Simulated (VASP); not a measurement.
Wanted: the native input for a VASP 6.6.1 run.

* Task: single point
* Functional: PBE
* Potentials or basis: VASP PAW PBE potentials, release 64 (B, As)
* Cutoff: 520 eV
* k mesh: 12 × 12 × 12
* Occupations: gaussian, width 0.05 eV
* Spin: no spin polarisation
* Dipole correction: no
* Further INCAR settings: ALGO = Normal; EDIFF = 1e-06; NBANDS = 11

The structure of BAs lies in POSCAR:

```
BAs
1.0
    0.0000000000      2.4721764185      2.2744023050
    2.4721764185      0.0000000000      2.2744023050
    2.4721764185      2.4721764185      0.0000000000
B As
1 1
Direct
    0.0000000000      0.0000000000      0.0000000000
    0.7500000000      0.7500000000      0.7500000000
```

This cell differs from its parent crystal: ratio of the length along z to the lengths across it x 0.92, volume and fractional coordinates fixed.

The input as run:

INCAR

```
SYSTEM = BAs
  PREC = Accurate
  ENCUT = 520
  EDIFF = 1E-6
  ISMEAR = 0
  SIGMA = 0.05
  LREAL = .FALSE.
  LASPH = .TRUE.
  NELM = 100
  ALGO = Normal
  ISIF = 2
  LWAVE = .FALSE.
  LCHARG = .TRUE.
  GGA = PE
  LELF = .TRUE.
  LVHAR = .TRUE.
  NBANDS = 11
```

KPOINTS

```
regular mesh
0
G
  12 12 12
  0 0 0
```

Potentials or basis: VASP PAW PBE potentials, release 64 (B, As).

Run with:

```bash
$ cat potpaw_PBE.64/B/POTCAR potpaw_PBE.64/As/POTCAR > POTCAR
$ mpirun -np 1 vasp_std > vasp.out
```

It gave:

- Pressure: 0.6 GPa
- Band gap on the k mesh: 0.02 eV, indirect (least direct gap 2.45 eV)

Wall time 20 s on 1 thread of Intel(R) Xeon(R) 6975P-C (Granite Rapids), on a shared host, peak memory 0.19 GiB.
